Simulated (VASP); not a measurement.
A run of VASP 6.6.1 is set up as follows.

Contents of INCAR:

```
SYSTEM = Al3Co2Ru
ALGO = Fast
EDIFF = 1E-6
ENCUT = 520
GGA = PE
ISIF = 2
ISMEAR = 0
LASPH = .True.
LCHARG = .False.
LREAL = .False.
LWAVE = .False.
NBANDS = 30
NELM = 60
PREC = Accurate
SIGMA = 0.1
```

Contents of KPOINTS:

```
k-points
0
Gamma
  12 12 8
  0 0 0
```

POSCAR

```
Al3Co2Ru
1.0
    4.0679930094      0.0000000000      0.0000000000
   -2.0339965047      3.5229852886      0.0000000000
    0.0000000000      0.0000000000      4.9962322466
Al Co Ru
3 2 1
Direct
    0.3333333333      0.6666666667      0.3249580547
    0.6666666667      0.3333333333      0.6750419453
    0.0000000000      0.0000000000      0.0000000000
    0.3333333333      0.6666666667      0.8367367036
    0.6666666667      0.3333333333      0.1632632964
    0.0000000000      0.0000000000      0.5000000000
```

Potentials or basis: VASP PAW PBE potentials, release 64 (Al, Co, Ru_pv).

Launch:

```bash
$ cat potpaw_PBE.64/Al/POTCAR potpaw_PBE.64/Co/POTCAR potpaw_PBE.64/Ru_pv/POTCAR > POTCAR
$ mpirun -np 1 vasp_std > vasp.out
```

Task: Estimate the pressure.

Result: 6.0 GPa.

Task: Predict the band gap on the k mesh.

Result: Zero (an odd number of electrons rules out a gap without spin polarisation).

Task: Estimate the largest force.

Result: 0.007 eV/Å.

Forces in eV/Å, atoms in the order of the input:
```
Al   0.000  0.000 -0.001
Al   0.000  0.000  0.001
Al   0.000  0.000  0.000
Co   0.000  0.000 -0.007
Co   0.000  0.000  0.007
Ru   0.000  0.000  0.000
```

Caveat: the cell stands under pressure; the run has no spin polarisation, though such a crystal can be magnetic. Spin polarisation is off, so any magnetic state and its effect on volume and gap are missing.
